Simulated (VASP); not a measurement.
Here is a VASP 6.6.1 calculation.

File INCAR:

```
SYSTEM = ZrTe3Pd
ALGO = Normal
EDIFF = 1E-6
ENCUT = 520
GGA = PE
ISIF = 2
ISMEAR = 0
LASPH = .True.
LCHARG = .False.
LREAL = .False.
LWAVE = .False.
NBANDS = 51
NELM = 60
PREC = Accurate
SIGMA = 0.2
```

Contents of KPOINTS:

```
k-points
0
Gamma
  6 4 2
  0 0 0
```

The input POSCAR:

```
ZrTe3Pd
1.0
    0.0000000000     -3.9921052617      0.0000000000
   -6.2530730662      0.0000000000      0.0606313698
    2.7166295440      0.0000000000    -10.6445279807
Zr Te Pd
2 6 2
Direct
    0.2500000000      0.8081294556      0.6557648397
    0.7500000000      0.1918705444      0.3442351603
    0.7500000000      0.6146467081      0.8054790236
    0.7500000000      0.1159092597      0.8151015088
    0.2500000000      0.3853532919      0.1945209764
    0.2500000000      0.8840907403      0.1848984912
    0.7500000000      0.7305450784      0.4499249920
    0.2500000000      0.2694549216      0.5500750080
    0.7500000000      0.1370607895      0.0665215119
    0.2500000000      0.8629392105      0.9334784881
```

Potentials or basis: VASP PAW PBE potentials, release 64 (Zr_sv, Te, Pd).

Launch:

```bash
$ cat potpaw_PBE.64/Zr_sv/POTCAR potpaw_PBE.64/Te/POTCAR potpaw_PBE.64/Pd/POTCAR > POTCAR
$ mpirun -np 1 vasp_std > vasp.out
```

Q: What does it give for the band gap on the k mesh?

A: Zero (bands 40 and 41 overlap by 1.06 eV).

Q: Estimate the pressure.

A: -0.1 GPa.

Stress tensor (GPa, compression positive):
```
-0.51  0.00  0.02
 0.00  0.21  0.00
 0.02  0.00  0.12
```

Caveat: spin-orbit coupling is left out, which moves the levels of the heavy elements.
